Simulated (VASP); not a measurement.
# SnO2 in VASP: a series of runs, part 2 of 3

VASP 6.6.1. Earlier steps stand in the parts before.

## 3. Single point, r2SCAN

This run uses another cell than the first one, of 12.08 Å³/atom.

The input, POSCAR:

```
SnO2
1.0
   -3.2005643741      3.3655203373      3.3655269481
    3.2005643741     -3.3655203373      3.3655269481
    3.2005643741      3.3655203373     -3.3655269481
Sn O
4 8
Direct
    0.9999687570      0.2499687570      0.7500000000
    0.0000312430      0.7500312430      0.2500000000
    0.5000000000      0.5000000000      0.5000000000
    0.5000000000      0.0000000000      0.0000000000
    0.1941001994      0.1941267273      0.5000265278
    0.6941449874      0.7500445853      0.9441004021
    0.1941001994      0.6940736716      0.9999734722
    0.3059441832      0.7500445853      0.5558995979
    0.6940558168      0.2499554147      0.4441004021
    0.3058550126      0.2499554147      0.0558995979
    0.8058998006      0.3059263284      0.0000265278
    0.8058998006      0.8058732728      0.4999734722
```

The input, INCAR.step1:

```
SYSTEM = SnO2
PREC     = Accurate       ! precision mode
ENCUT    = 660            ! plane-wave cutoff, eV
ISMEAR   = 0              ! smearing method
SIGMA    = 0.02           ! smearing width, eV
LREAL    = .FALSE.        ! projectors in reciprocal space
LASPH    = .TRUE.         ! aspherical terms in the spheres
NELM     = 120            ! most SCF steps
NBANDS   = 64             ! bands
GGA      = PE             ! functional
ALGO     = Normal         ! electronic algorithm
EDIFF    = 1E-5           ! SCF threshold, eV
LWAVE    = .TRUE.         ! write WAVECAR
LCHARG   = .FALSE.        ! write CHGCAR
GGA_COMPAT= .FALSE.
```

The input, INCAR.step2:

```
SYSTEM = SnO2
PREC     = Accurate       ! precision mode
ENCUT    = 660            ! plane-wave cutoff, eV
EDIFF    = 1E-6           ! SCF threshold, eV
ISMEAR   = 0              ! smearing method
SIGMA    = 0.02           ! smearing width, eV
LREAL    = .FALSE.        ! projectors in reciprocal space
LASPH    = .TRUE.         ! aspherical terms in the spheres
NELM     = 120            ! most SCF steps
ALGO     = Normal         ! electronic algorithm
ISIF     = 2              ! what is computed and relaxed
LWAVE    = .FALSE.        ! write WAVECAR
LCHARG   = .FALSE.        ! write CHGCAR
METAGGA  = R2SCAN         ! meta-GGA
LMIXTAU  = .TRUE.       
NBANDS   = 64             ! bands
ISTART   = 1            
GGA_COMPAT= .FALSE.
```

The input, KPOINTS:

```
Automatic mesh
0
G
  6 6 6
  0 0 0
```

Potentials or basis: VASP PAW PBE potentials, release 64 (Sn_d, O).

Command:

```console
> cat potpaw_PBE.64/Sn_d/POTCAR potpaw_PBE.64/O/POTCAR > POTCAR
> cp INCAR.step1 INCAR
> mpirun -np 1 vasp_std > vasp.out
> cp INCAR.step2 INCAR
> mpirun -np 1 vasp_std > vasp.out
```

Run time: 68 min. Hardware: 1 thread of Intel Xeon 8259CL, shared host; peak memory 0.66 GiB.

Results (log left out):

- Free energy: -169.3085 eV
- Pressure: 0.9 GPa
- Largest force: 0.028 eV/Å
- Band gap on the k mesh: 1.80 eV

Forces in eV/Å, atoms in the order of the input:
```
Sn   0.000  0.000  0.000
Sn   0.000  0.000  0.000
Sn   0.000  0.000  0.000
Sn   0.000  0.000  0.000
O    0.000  0.000  0.028
O    0.000  0.028 -0.001
O    0.000  0.000  0.028
O    0.000 -0.028 -0.001
O    0.000  0.028  0.001
O    0.000 -0.028  0.001
O    0.000  0.000 -0.028
O    0.000  0.000 -0.028
```

Stress tensor (GPa, compression positive):
```
1.26 0.00 0.00
0.00 0.74 0.00
0.00 0.00 0.74
```

Levels at points of the mesh, in eV from the valence-band top:
| k point | band 48 | band 49 | band 50 | band 51 | band 52 | band 53 | band 54 | band 55 | band 56 | band 57 |
| --- | --- | --- | --- | --- | --- | --- | --- | --- | --- | --- |
| (0.00, 0.00, 0.00) | -0.85 | -0.85 | -0.78 | -0.78 | 0.00 | 1.80 | 5.53 | 5.53 | 6.82 | 7.06 |
| (0.50, 0.00, 0.00) | -1.11 | -0.69 | -0.69 | -0.62 | -0.62 | 5.01 | 5.01 | 7.15 | 7.15 | 7.81 |
| (0.00, 0.50, 0.00) | -1.03 | -0.86 | -0.86 | -0.51 | -0.51 | 5.18 | 5.18 | 6.88 | 6.88 | 9.50 |
| (0.50, 0.50, 0.00) | -1.03 | -0.86 | -0.86 | -0.51 | -0.51 | 5.18 | 5.18 | 6.88 | 6.88 | 9.50 |
| (0.50, 0.50, 0.50) | -1.30 | -1.27 | -1.27 | -0.92 | -0.92 | 5.45 | 5.45 | 6.88 | 6.88 | 8.22 |

Caveat: the PAW data sets were made with another functional, which shifts forces and pressure a little; spin-orbit coupling is left out, which moves the levels of the heavy elements.

## 4. Single point, r2SCAN

This run uses another cell than the first one, of 11.92 Å³/atom.

The input, POSCAR:

```
SnO2
1.0
   -3.1921730220      3.3464908319      3.3464906523
    3.1921730220     -3.3464908319      3.3464906523
    3.1921730220      3.3464908319     -3.3464906523
Sn O
4 8
Direct
    0.9999950706      0.2499950706      0.7500000000
    0.0000049294      0.7500049294      0.2500000000
    0.5000000000      0.5000000000      0.5000000000
    0.5000000000      0.0000000000      0.0000000000
    0.1943337401      0.1943374375      0.5000036974
    0.6943390313      0.7500052896      0.9443337417
    0.1943337401      0.6943300427      0.9999963026
    0.3056715478      0.7500052896      0.5556662583
    0.6943284522      0.2499947104      0.4443337417
    0.3056609687      0.2499947104      0.0556662583
    0.8056662599      0.3056699573      0.0000036974
    0.8056662599      0.8056625625      0.4999963026
```

The input, INCAR.step1:

```
SYSTEM = SnO2
ALGO = Normal ; EDIFF = 1E-4
ENCUT = 520 ; GGA = PE
ISMEAR = 0 ; LASPH = .True.
LCHARG = .False. ; LREAL = .False.
LWAVE = .True. ; NBANDS = 64
NELM = 60 ; PREC = Accurate
SIGMA = 0.02
```

The input, INCAR.step2:

```
SYSTEM = SnO2
ALGO = Normal ; EDIFF = 1E-6
ENCUT = 520 ; ISIF = 2
ISMEAR = 0 ; ISTART = 1
LASPH = .True. ; LCHARG = .True.
LELF = .True. ; LMIXTAU = .True.
LREAL = .False. ; LVHAR = .True.
LWAVE = .False. ; METAGGA = R2SCAN
NBANDS = 64 ; NELM = 60
PREC = Accurate ; SIGMA = 0.02
```

The input, KPOINTS:

```
k-points
0
Gamma
  6 6 6
  0 0 0
```

Potentials or basis: VASP PAW PBE potentials, release 64 (Sn_d, O).

Command:

```console
> cat potpaw_PBE.64/Sn_d/POTCAR potpaw_PBE.64/O/POTCAR > POTCAR
> cp INCAR.step1 INCAR
> mpirun -np 1 vasp_std > vasp.out
> cp INCAR.step2 INCAR
> mpirun -np 1 vasp_std > vasp.out
```

OUTCAR:

```text
SYSTEM = SnO2
   EDIFF = 1E-6
   ENCUT = 520
   ISIF = 2
   ISMEAR = 0
   ISTART = 1
   LASPH = .True.
   LREAL = .False.
   METAGGA = R2SCAN
   NELM = 60
   PREC = Accurate

 ion  position               nearest neighbor table
   1  1.000  0.250  0.750-   9 2.05  10 2.05  11 2.06  12 2.06   5 2.06   7 2.06   2 3.19   2 3.19
                             4 3.71   3 3.71   4 3.71   3 3.71   4 3.71   3 3.71   3 3.71   4 3.71
   2  0.000  0.750  0.250-   8 2.05   6 2.05   7 2.06   5 2.06  12 2.06  11 2.06   1 3.19   1 3.19
                             4 3.71   3 3.71   4 3.71   3 3.71   4 3.71   3 3.71   3 3.71   4 3.71
   3  0.500  0.500  0.500-   5 2.05  12 2.05  10 2.06   6 2.06   8 2.06   9 2.06   4 3.19   4 3.19
                             2 3.71   1 3.71   2 3.71   1 3.71   2 3.71   1 3.71   1 3.71   2 3.71
   4  0.500  0.000  0.000-   7 2.05  11 2.05   9 2.06   8 2.06  10 2.06   6 2.06   3 3.19   3 3.19
                             1 3.71   2 3.71   2 3.71   2 3.71   1 3.71   1 3.71   2 3.71   1 3.71
   5  0.194  0.194  0.500-   3 2.05   2 2.06   1 2.06
   6  0.694  0.750  0.944-   2 2.05   3 2.06   4 2.06
   7  0.194  0.694  1.000-   4 2.05   2 2.06   1 2.06
   8  0.306  0.750  0.556-   2 2.05   4 2.06   3 2.06
   9  0.694  0.250  0.444-   1 2.05   4 2.06   3 2.06
  10  0.306  0.250  0.056-   1 2.05   3 2.06   4 2.06
  11  0.806  0.306  0.000-   4 2.05   1 2.06   2 2.06
  12  0.806  0.806  0.500-   3 2.05   1 2.06   2 2.06

  LATTYP: Found a body centered tetragonal cell.
 ALAT       =     6.6929816638
 C/A-ratio  =     0.9538866778

  Lattice vectors:

 A1 = (  -3.1921730220,   3.3464908319,  -3.3464906523)
 A2 = (  -3.1921730220,  -3.3464908319,   3.3464906523)
 A3 = (   3.1921730220,   3.3464908319,   3.3464906523)

Analysis of symmetry for initial positions (statically):
=====================================================================
 Subroutine PRICEL returns:
 Original cell was already a primitive cell.

 Routine SETGRP: Setting up the symmetry group for a
 body centered tetragonal supercell.
[... 171 lines left out ...]
   LRPA    =     F    only Hartree local field effects (RPA)
 non-spin polarized calculation
 Gauss-broadening in eV      SIGMA  =   0.02
  energy-cutoff  :      520.00
  volume of cell :      143.00
 maximum number of plane-waves:      3891
   NGX = 21   NGY = 21   NGZ = 21

 number of electron     104.0000003 magnetization

 Free energy of the ion-electron system (eV)
  ---------------------------------------------------
  ext. energy  EPLUGINS =         0.00000000
  ---------------------------------------------------
  free energy    TOTEN  =      -169.22411394 eV

  energy without entropy =     -169.22411394  energy(sigma->0) =     -169.22411394

 E-fermi :   5.8543     XC(G=0): -12.0524

 val. band max:        5.7240122858   @ k =   0.0000   0.0000   0.0000
 cond. band min:       7.6773034076   @ k =   0.0000   0.0000   0.0000
 fundamental gap:      1.9532911218
 Fermi energy:         5.8542964713

 k-point     1 :       0.0000    0.0000    0.0000
  band No.  band energies     occupation
      1     -16.0395      2.00000
      2     -15.7468      2.00000
      3     -15.7468      2.00000
      4     -15.2271      2.00000
      5     -15.2271      2.00000
      6     -15.0869      2.00000
[... 1597 lines left out ...]
     63      16.7472      0.00000
     64      16.7473      0.00000

 [... further k-points ...]

------------------------ aborting loop because EDIFF is reached ----------------------------------------

  FORCE on cell =-STRESS in cart. coord.  units (eV):
  Direction    XX          YY          ZZ          XY          YZ          ZX
  --------------------------------------------------------------------------------------
  -------------------------------------------------------------------------------------
  Total        4.0543392      3.5404792      3.5405696      0.0000000     -0.0000000      0.0000000
  in kB       45.4260519     39.6686084     39.6696212      0.0000000     -0.0000000      0.0000000
  external PRESSURE =      41.5880938 kB  Pullay stress =       0.0000000 kB

 VOLUME and BASIS-vectors are now :
 -----------------------------------------------------------------------------
  energy-cutoff  :      520.00
  volume of cell :      143.00
      direct lattice vectors                 reciprocal lattice vectors
    -3.192173022  3.346490832  3.346490652     0.000000000  0.149410240  0.149410249
     3.192173022 -3.346490832  3.346490652     0.156633114  0.000000000  0.149410249
     3.192173022  3.346490832 -3.346490652     0.156633114  0.149410240  0.000000000

 POSITION                                       TOTAL-FORCE (eV/Angst)
 -----------------------------------------------------------------------------------
      0.00000      5.01974      1.67321         0.000000      0.000000      0.000095
      3.19217     -1.67325      1.67328         0.000000      0.000000     -0.000095
      1.59609      1.67325      1.67325         0.000000      0.000000      0.000000
     -1.59609      1.67325      1.67325         0.000000      0.000000      0.000000
      1.59611      1.67325     -0.37257        -0.000026      0.000000      0.026119
      3.19217      2.97392      1.67328        -0.000000      0.026127     -0.000040
      4.78824      1.67325     -0.37257         0.000026      0.000000      0.026119
      3.19217      0.37257      1.67328         0.000000     -0.026127     -0.000040
     -0.00000      2.97392      1.67321        -0.000000      0.026127      0.000040
      0.00000      0.37257      1.67321         0.000000     -0.026127      0.000040
     -1.59606      1.67325      3.71906        -0.000026     -0.000000     -0.026119
      1.59606      1.67325      3.71906         0.000026     -0.000000     -0.026119
 -----------------------------------------------------------------------------------
    total drift:                                0.000000     -0.000000      0.000000

  FREE ENERGIE OF THE ION-ELECTRON SYSTEM (eV)
  ---------------------------------------------------
  free  energy   TOTEN  =      -169.2241139393 eV

  energy  without entropy=     -169.2241139393  energy(sigma->0) =     -169.22411394
```

OUTCAR.step1:

```text
SYSTEM = SnO2
   EDIFF = 1E-4
   ENCUT = 520
   GGA = PE
   ISMEAR = 0
   LASPH = .True.
   LREAL = .False.
   NELM = 60
[... 1873 lines left out ...]
      0.00000      0.37257      1.67321         0.000000     -0.046131      0.000021
     -1.59606      1.67325      3.71906        -0.000032      0.000000     -0.046129
      1.59606      1.67325      3.71906         0.000032     -0.000000     -0.046129
 -----------------------------------------------------------------------------------
    total drift:                                0.000000     -0.000000      0.000000

  FREE ENERGIE OF THE ION-ELECTRON SYSTEM (eV)
  ---------------------------------------------------
  free  energy   TOTEN  =       -74.3319426360 eV

  energy  without entropy=      -74.3319426360  energy(sigma->0) =      -74.33194264
```

OSZICAR.step1:

```text
N       E                     dE             d eps       ncg     rms          rms(c)
DAV:   1     0.162371958302E+04    0.16237E+04   -0.48531E+04  6832   0.260E+03
DAV:   2     0.266764805567E+03   -0.13570E+04   -0.12843E+04  6136   0.801E+02
DAV:   3    -0.585614169011E+02   -0.32533E+03   -0.31672E+03  6408   0.283E+02
DAV:   4    -0.860215583496E+02   -0.27460E+02   -0.27163E+02  7320   0.909E+01
DAV:   5    -0.868096308732E+02   -0.78807E+00   -0.78549E+00  6944   0.161E+01    0.227E+01
DAV:   6    -0.740628739238E+02    0.12747E+02   -0.42814E+01  9424   0.692E+01    0.826E+00
DAV:   7    -0.743880615087E+02   -0.32519E+00   -0.50097E+00  6608   0.918E+00    0.474E+00
DAV:   8    -0.743651633330E+02    0.22898E-01   -0.62306E-01  8312   0.615E+00    0.118E+00
DAV:   9    -0.743303559747E+02    0.34807E-01   -0.19532E-01  8792   0.470E+00    0.231E-01
DAV:  10    -0.743316294334E+02   -0.12735E-02   -0.14182E-02  8016   0.823E-01    0.836E-02
DAV:  11    -0.743319356797E+02   -0.30625E-03   -0.10078E-03  7464   0.222E-01    0.210E-02
DAV:  12    -0.743319426360E+02   -0.69563E-05   -0.50454E-05  3944   0.572E-02
   1 F= -.74331943E+02 E0= -.74331943E+02  d E =-.310405E-11
```

It took 13 min on 1 thread of Intel Xeon 6975P-C (Granite Rapids), shared host; peak memory 0.47 GiB.

Results:

* Free energy: -169.2241 eV
* Pressure: 4.2 GPa
* Largest force: 0.026 eV/Å
* Band gap on the k mesh: 1.95 eV

Forces in eV/Å, atoms in the order of the input:
```
Sn   0.000  0.000  0.000
Sn   0.000  0.000  0.000
Sn   0.000  0.000  0.000
Sn   0.000  0.000  0.000
O    0.000  0.000  0.026
O    0.000  0.026  0.000
O    0.000  0.000  0.026
O    0.000 -0.026  0.000
O    0.000  0.026  0.000
O    0.000 -0.026  0.000
O    0.000  0.000 -0.026
O    0.000  0.000 -0.026
```

Caveat: the cell stands under pressure; the PAW data sets were made with another functional, which shifts forces and pressure a little; spin-orbit coupling is left out, which moves the levels of the heavy elements.

(Part 2 of 3 ends here.)
